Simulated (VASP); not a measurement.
Here is a VASP 6.6.1 calculation.

The input INCAR:

```
  PREC = Accurate
  ENCUT = 520
  EDIFF = 1E-8
  ISMEAR = -1
  SIGMA = 0.05
  LREAL = F
  LASPH = T
  NELM = 200
  ALGO = Normal
  ISIF = 2
  LWAVE = F
  LCHARG = F
  ISPIN = 2
  MAGMOM = 3
  LORBIT = 11
  LMAXMIX = 4
  GGA = PE
  LEFG = T
  NBANDS = 14
  GGA_COMPAT = F
```

The input KPOINTS:

```
regular mesh
0
Gamma
  16 16 16
```

POSCAR

```
Fe
1.0
    0.0000000000      1.9417396906      1.9258030590
    1.4984397099      0.0000000000      1.9258030590
    1.4984397099      1.9417396906      0.0000000000
Fe
1
Direct
    0.0000000000      0.0000000000      0.0000000000
```

Potentials or basis: VASP PAW PBE potentials, release 64 (Fe).

Run with:

```sh
$ cat potpaw_PBE.64/Fe/POTCAR > POTCAR
$ mpirun -np 1 vasp_std > vasp.out
```

Task: Predict the net moment.

Result: 2.19 μB per cell.

Task: What does it give for the pressure?

Result: 3.6 GPa.

Task: Estimate the site moments.

Result: Fe +2.19 μB.

Electric field gradients, principal values (V/Å²):
| atom | least | middle | greatest (by size) |
| --- | --- | --- | --- |
| 1 Fe | -3.338 | -3.987 | 7.325 |

Caveat: the cell differs from its parent crystal (zz strain of -2 %); the stress differs along the axes, from -3 to 7 GPa; without QUAD_EFG the Cq values of the log hold for a quadrupole moment of 1 mb, not for the nuclei.
